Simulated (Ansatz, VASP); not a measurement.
## Two plane-wave programs on ZnCu

The input INCAR:

```
ALGO = Fast
EDIFF = 1E-6
ENCUT = 520
GGA = PS
ISIF = 2
ISMEAR = 0
LASPH = T
LCHARG = F
LREAL = F
LWAVE = F
NBANDS = 18
NELM = 60
PREC = Accurate
SIGMA = 0.15
```

The input KPOINTS:

```
k-points
0
Gamma
  16 16 16
```

File POSCAR:

```
ZnCu
1.0
    2.9077317351      0.0000000000      0.0000000000
    0.0000000000      3.1258116152      0.0000000000
    0.0000000000      0.0000000000      2.9077317351
Zn Cu
1 1
Direct
    0.5000000000      0.5000000000      0.5000000000
    0.0000000000      0.0000000000      0.0000000000
```

Input for Ansatz:

```yaml
crystal:
  lattice:
    - [2.9077317351, 0.0, 0.0]
    - [0.0, 3.1258116152, 0.0]
    - [0.0, 0.0, 2.9077317351]
  atoms:
    - { symbol: Zn, position: [0.5, 0.5, 0.5] }
    - { symbol: Cu, position: [0.0, 0.0, 0.0] }
basis:
  ecutwfc: 520.0
kpoints:
  mp_grid: { grid: [16, 16, 16] }
hamiltonian:
  xc: pbesol
  pseudopotentials: { kind: paw }
scf:
  occupations: { method: gaussian, width: 0.15 }
output:
  forces: true
  stress: true
  eigenvalues: true
```

Change from the starting cell: normal strain along x +0.0000, normal strain along y +0.0750.

Alike in both runs: task single point; functional PBEsol; k mesh 16 × 16 × 16; occupations gaussian, width 0.15 eV; no spin polarisation.

```csv
,VASP,Ansatz
version,VASP 6.6.1,Ansatz 0.2.0
potentials or method,"VASP PAW PBE potentials, release 64 (Zn, Cu), cutoff 520 eV","scalar-relativistic, plane waves, PAW"
valence electrons in the cell,23,31
```

```csv
,VASP,Ansatz,Ansatz less VASP
gap on the k mesh at the Fermi level (eV),none,none,-
pressure (GPa),-7.3,-8.2,-0.96
"traceless stress, the component that is largest in VASP (GPa)",-0.15,-0.15,+0.005
```

VASP's potentials were made for PBE, not for PBEsol. A gap of «none» marks a metal or a gap that the smearing closes. VASP's potentials hold 23 valence electrons a cell and Ansatz's 31, so a difference there can come from the potentials and not from the codes.
